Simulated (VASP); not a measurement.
# BaTe (Fm-3m) in VASP: a series of runs

The runs below take BaTe through electric field gradients, with PBEsol.

All numbers are computed with VASP 6.6.1; they aren't measurements. Logs are shortened: lines on timing, memory, paths and dates and some standing lists are left out, and cuts for length are marked.

### Step 1. The cell of the first run

It takes space group Fm-3m (No. 225, cubic). The conventional cell has a = 6.774 Å, b = 6.774 Å, c = 6.774 Å, α = 90.00°, β = 90.00°, γ = 90.00°. Ba (site symmetry m-3m) has 6 Te at 3.39 Å within 4.5 Å. Within 4.5 Å of Te (site symmetry m-3m) lie 6 Ba at 3.39 Å.

### Step 2. Electric field gradients, PBEsol (38.86 Å³/atom)

INCAR reads:

```
SYSTEM = BaTe
PREC = Accurate ; ENCUT = 520
EDIFF = 1E-8 ; ISMEAR = -1
SIGMA = 0.05 ; LREAL = .FALSE.
LASPH = .TRUE. ; NELM = 100
ALGO = Normal ; ISIF = 2
LWAVE = .FALSE. ; LCHARG = .FALSE.
GGA = PS ; LEFG = .TRUE.
NBANDS = 15
```

KPOINTS reads:

```
regular mesh
0
G
  10 10 10
  0 0 0
```

POSCAR reads:

```
BaTe
1.0
    0.0000000000      3.3871134044      3.3871134044
    3.3871134044      0.0000000000      3.3871134044
    3.3871134044      3.3871134044      0.0000000000
Ba Te
1 1
Direct
    0.0000000000      0.0000000000      0.0000000000
    0.5000000000      0.5000000000      0.5000000000
```

Potentials or basis: VASP PAW PBE potentials, release 64 (Ba_sv, Te).

Launch:

```console
$ cat potpaw_PBE.64/Ba_sv/POTCAR potpaw_PBE.64/Te/POTCAR > POTCAR
$ mpirun -np 1 vasp_std > vasp.out
```

OUTCAR:

```text
SYSTEM = BaTe
   PREC = Accurate
   ENCUT = 520
   EDIFF = 1E-8
   ISMEAR = -1
   LREAL = .FALSE.
   LASPH = .TRUE.
   NELM = 100
   ISIF = 2
   GGA = PS

 ion  position               nearest neighbor table
   1  0.000  0.000  0.000-   2 3.39   2 3.39   2 3.39   2 3.39   2 3.39   2 3.39
   2  0.500  0.500  0.500-   1 3.39   1 3.39   1 3.39   1 3.39   1 3.39   1 3.39

  LATTYP: Found a face centered cubic cell.
 ALAT       =     6.7742268088

  Lattice vectors:

 A1 = (   0.0000000000,   3.3871134044,   3.3871134044)
 A2 = (   3.3871134044,   0.0000000000,   3.3871134044)
 A3 = (   3.3871134044,   3.3871134044,   0.0000000000)

Analysis of symmetry for initial positions (statically):
=====================================================================
 Subroutine PRICEL returns:
 Original cell was already a primitive cell.

 Routine SETGRP: Setting up the symmetry group for a
 face centered cubic supercell.

 Subroutine GETGRP returns: Found 48 space group operations
 (whereof 48 operations were pure point group operations)
 out of a pool of 48 trial point group operations.

The static configuration has the point symmetry O_h .

Analysis of symmetry for dynamics (positions and initial velocities):
=====================================================================
 Subroutine PRICEL returns:
 Original cell was already a primitive cell.

 Routine SETGRP: Setting up the symmetry group for a
 face centered cubic supercell.

 Subroutine GETGRP returns: Found 48 space group operations
 (whereof 48 operations were pure point group operations)
 out of a pool of 48 trial point group operations.

The dynamic configuration has the point symmetry O_h .

 Subroutine INISYM returns: Found 48 space group operations
 (whereof 48 operations are pure point group operations),
 and found     1 'primitive' translations

----------------------------------------------------------------------------------------

                                     Primitive cell

  volume of cell :      77.7176

  direct lattice vectors                    reciprocal lattice vectors
     0.000000000  3.387113404  3.387113404    -0.147618323  0.147618323  0.147618323
     3.387113404  0.000000000  3.387113404     0.147618323 -0.147618323  0.147618323
     3.387113404  3.387113404  0.000000000     0.147618323  0.147618323 -0.147618323

  length of vectors
     4.790101714  4.790101714  4.790101714     0.255682435  0.255682435  0.255682435

  position of ions in fractional coordinates (direct lattice)
     0.000000000  0.000000000  0.000000000
     0.500000000  0.500000000  0.500000000

  ion indices of the primitive-cell ions
   primitive index   ion index
                 1           1
                 2           2

----------------------------------------------------------------------------------------

 KPOINTS: regular mesh

Automatic generation of k-mesh.
 Grid dimensions read from file:
 generate k-points for:   10   10   10

 Generating k-lattice:

  Cartesian coordinates                     Fractional coordinates (reciprocal lattice)
    -0.014761832  0.014761832  0.014761832     0.100000000  0.000000000  0.000000000
     0.014761832 -0.014761832  0.014761832     0.000000000  0.100000000  0.000000000
     0.014761832  0.014761832 -0.014761832     0.000000000  0.000000000  0.100000000

  Length of vectors
     0.025568244  0.025568244  0.025568244

  Shift w.r.t. Gamma in fractional coordinates (k-lattice)
     0.000000000  0.000000000  0.000000000

 Subroutine IBZKPT returns following result:
 ===========================================

 Found     47 irreducible k-points:

 Following reciprocal coordinates:
            Coordinates               Weight
  0.000000  0.000000  0.000000      1.000000
  0.100000  0.000000  0.000000      8.000000
  0.200000  0.000000  0.000000      8.000000
  0.300000  0.000000  0.000000      8.000000
  0.400000  0.000000  0.000000      8.000000
  0.500000  0.000000  0.000000      4.000000
[... 16 lines left out ...]
  0.300000  0.300000  0.000000      6.000000
  0.400000  0.300000  0.000000     24.000000
 [... further k-points ...]
   k-points           NKPTS =     47   k-points in BZ     NKDIM =     47   number of bands    NBANDS=     15
   number of dos      NEDOS =    301   number of ions     NIONS =      2
   total plane-waves  NPLWV =  46656
   dimension x,y,z NGX =    36 NGY =   36 NGZ =   36
   dimension x,y,z NGXF=    72 NGYF=   72 NGZF=   72
   ions per type =               1   1
   NGX,Y,Z   is equivalent  to a cutoff of  12.49, 12.49, 12.49 a.u.
   NGXF,Y,Z  is equivalent  to a cutoff of  24.99, 24.99, 24.99 a.u.
 SYSTEM =  BaTe
   PREC   = accura    normal or accurate (medium, high low for compatibility)
   ISTART =      0    job   : 0-new  1-cont  2-samecut
   ICHARG =      2    charge: 1-file 2-atom 10-const
   ISPIN  =      1    spin polarized calculation?
   LNONCOLLINEAR =      F non collinear calculations
   LSORBIT =      F    spin-orbit coupling
   LASPH  =      T    aspherical Exc in radial PAW
   ENCUT  =  520.0 eV  38.22 Ry    6.18 a.u.   8.91  8.91  8.91*2*pi/ulx,y,z
   NELM   =    100;   NELMIN=  2; NELMDL= -5     # of ELM steps
   EDIFF  = 0.1E-07   stopping-criterion for ELM
   LREAL  =      F    real-space projection
   EDIFFG = 0.1E-06   stopping-criterion for IOM
   NSW    =      0    number of steps for IOM
   IBRION =     -1    ionic relax: 0-MD 1-quasi-New 2-CG
   NFREE  =      0    steps in history (QN), initial steepest desc. (CG)
   ISIF   =      2    stress and relaxation
   ISYM   =      2    0-nonsym 1-usesym 2-fastsym
   POTIM  = 0.5000    time-step for ionic-motion
   TEBEG  =    0.0;   TEEND  =   0.0 temperature during run
   PSTRESS=    0.0 pullay stress
   NELECT =      16.0000    total number of electrons
   NUPDOWN=      -1.0000    fix difference up-down
   EMIN   =  10.00;   EMAX   =-10.00  energy-range for DOS
   EFERMI =   0.00;   METHOD = LEGACY
   ISMEAR =    -1;   SIGMA  =   0.05  broadening in eV -4-tet -1-fermi 0-gaus
   EFERMI_NEDOS =   21; number of points for ismear=-14 and -15
   IALGO  =     38    algorithm
   IMIX   =      4    mixing-type and parameters
     AMIX     =   0.40;   BMIX     =  1.00
     AMIX_MAG =   1.60;   BMIX_MAG =  1.00
  volume/ion in A,a.u.               =      38.86       262.23
  Fermi-wavevector in a.u.,A,eV,Ry     =   0.966663  1.826728 12.713792  0.934437
  Thomas-Fermi vector in A             =   2.096483
   LORBIT       =      0    0 simple, 1 ext, 2 COOP (PROOUT), +10 PAW based schemes
   GGA     = PS    functional components
   LHFCALC =     F    Hartree Fock is set to
   AEXX    =    0.0000 exact exchange contribution
   IVDW    =     0    specifies the selected vdW correction
   LEPSILON=     F    determine dielectric tensor
   LRPA    =     F    only Hartree local field effects (RPA)
 non-spin polarized calculation
  energy-cutoff  :      520.00
  volume of cell :       77.72
 maximum number of plane-waves:      2110
   NGX = 17   NGY = 17   NGZ = 17

 number of electron      16.0000000 magnetization

 Free energy of the ion-electron system (eV)
  ---------------------------------------------------
  ext. energy  EPLUGINS =         0.00000000
  ---------------------------------------------------
  free energy    TOTEN  =        -9.12720640 eV

  energy without entropy =       -9.12720632  energy(sigma->0) =       -9.12720636

 E-fermi :   3.4082     XC(G=0):  -8.8122

 val. band max:        2.8115437904   @ k =   0.0000   0.0000   0.0000
 cond. band min:       3.9933475626   @ k =   0.5000   0.5000   0.0000
 fundamental gap:      1.1818037723
 Fermi energy:         3.4082375679

 k-point     1 :       0.0000    0.0000    0.0000
  band No.  band energies     occupation
      1     -23.9377      2.00000
      2      -9.1030      2.00000
      3      -9.1030      2.00000
      4      -9.1030      2.00000
      5      -7.0042      2.00000
      6       2.8115      1.99999
      7       2.8115      1.99999
      8       2.8115      1.99999
      9       5.5881      0.00000
     10       5.5881      0.00000
     11       5.5881      0.00000
     12       5.9637      0.00000
     13       6.3465      0.00000
     14       6.3465      0.00000
     15       9.6344      0.00000
[... 397 lines left out ...]
 k-point    24 :       0.4000    0.3000    0.0000
  band No.  band energies     occupation
      1     -23.9127      2.00000
      2      -9.4744      2.00000
      3      -9.2120      2.00000
      4      -9.1984      2.00000
      5      -6.5354      2.00000
      6       1.1458      2.00000
      7       2.1938      2.00000
      8       2.3041      2.00000
      9       4.4662      0.00000
     10       7.3545      0.00000
     11       7.6035      0.00000
     12       8.4255      0.00000
     13       8.4493      0.00000
     14       9.7938      0.00000
     15      11.2085      0.00000

 [... further k-points ...]
[... 5 lines left out ...]
  --------------------------------------------------------------------------------------
  -------------------------------------------------------------------------------------
  Total        1.5774303      1.5774303      1.5774303      0.0000000      0.0000000     -0.0000000
  in kB       32.5193281     32.5193281     32.5193281      0.0000000      0.0000000     -0.0000000
  external PRESSURE =      32.5193281 kB  Pullay stress =       0.0000000 kB

 VOLUME and BASIS-vectors are now :
 -----------------------------------------------------------------------------
  energy-cutoff  :      520.00
  volume of cell :       77.72
      direct lattice vectors                 reciprocal lattice vectors
     0.000000000  3.387113404  3.387113404    -0.147618323  0.147618323  0.147618323
     3.387113404  0.000000000  3.387113404     0.147618323 -0.147618323  0.147618323
     3.387113404  3.387113404  0.000000000     0.147618323  0.147618323 -0.147618323

 POSITION                                       TOTAL-FORCE (eV/Angst)
 -----------------------------------------------------------------------------------
      0.00000      0.00000      0.00000        -0.000000      0.000000     -0.000000
      3.38711      3.38711      3.38711         0.000000     -0.000000      0.000000
 -----------------------------------------------------------------------------------
    total drift:                                0.000000      0.000000      0.000000

  FREE ENERGIE OF THE ION-ELECTRON SYSTEM (eV)
  ---------------------------------------------------
  free  energy   TOTEN  =        -9.1272064038 eV

  energy  without entropy=       -9.1272063170  energy(sigma->0) =       -9.12720636

 Electric field gradients (V/A^2)
---------------------------------------------------------------------
 ion       V_xx      V_yy      V_zz      V_xy      V_xz      V_yz
---------------------------------------------------------------------
   1      -0.000    -0.000     0.000    -0.000    -0.000    -0.000
   2      -0.000     0.000     0.000     0.000     0.000     0.000
---------------------------------------------------------------------

 Electric field gradients after diagonalization (V/A^2)
 (convention: |V_zz| > |V_xx| > |V_yy|)
----------------------------------------------------------------------
 ion       V_xx      V_yy      V_zz     asymmetry (V_yy - V_xx)/ V_zz
----------------------------------------------------------------------
   1       0.000     0.000    -0.000       0.000
   2      -0.000    -0.000     0.000       0.000
----------------------------------------------------------------------

           NMR quadrupolar parameters

 Cq : quadrupolar parameter    Cq=e*Q*V_zz/h
 eta: asymmetry parameters     (V_yy - V_xx)/ V_zz
 Q  : nuclear electric quadrupole moment in mb (millibarn)
----------------------------------------------------------------------
 ion       Cq(MHz)       eta       Q (mb)
----------------------------------------------------------------------
   1      -0.000       0.000       1.000
   2       0.000       0.000       1.000
----------------------------------------------------------------------
```

Wall time 31 s (1 thread of Intel Xeon Platinum 8559C (Emerald Rapids), shared host); peak memory 0.24 GiB.

Results:

```
Free energy                             : -9.1272 eV
Pressure                                : 3.3 GPa
Band gap on the k mesh                  : 1.18 eV (least direct gap 1.56 eV)
Largest electric field gradient by atom : under 0.05 V/Å² on every atom
```

Levels at points of the mesh, in eV from the valence-band top:
```
           k point  band 4  band 5  band 6  band 7  band 8  band 9  band 10  band 11  band 12  band 13
(0.00, 0.00, 0.00)  -11.91   -9.82    0.00    0.00    0.00    2.78     2.78     2.78     3.15     3.53
(0.50, 0.00, 0.00)  -11.93   -8.73   -2.57   -1.36   -1.36    4.20     4.93     5.04     5.04     7.12
(0.50, 0.50, 0.00)  -12.04   -9.58   -1.17   -0.38   -0.38    1.18     4.56     4.98     6.03     6.05
```

Caveat: the cell stands under pressure; the PAW data sets were made with another functional, which shifts forces and pressure a little; spin-orbit coupling is left out, which moves the levels of the heavy elements. A k mesh can miss the band edges.

(Part 1 of 2 ends here.)
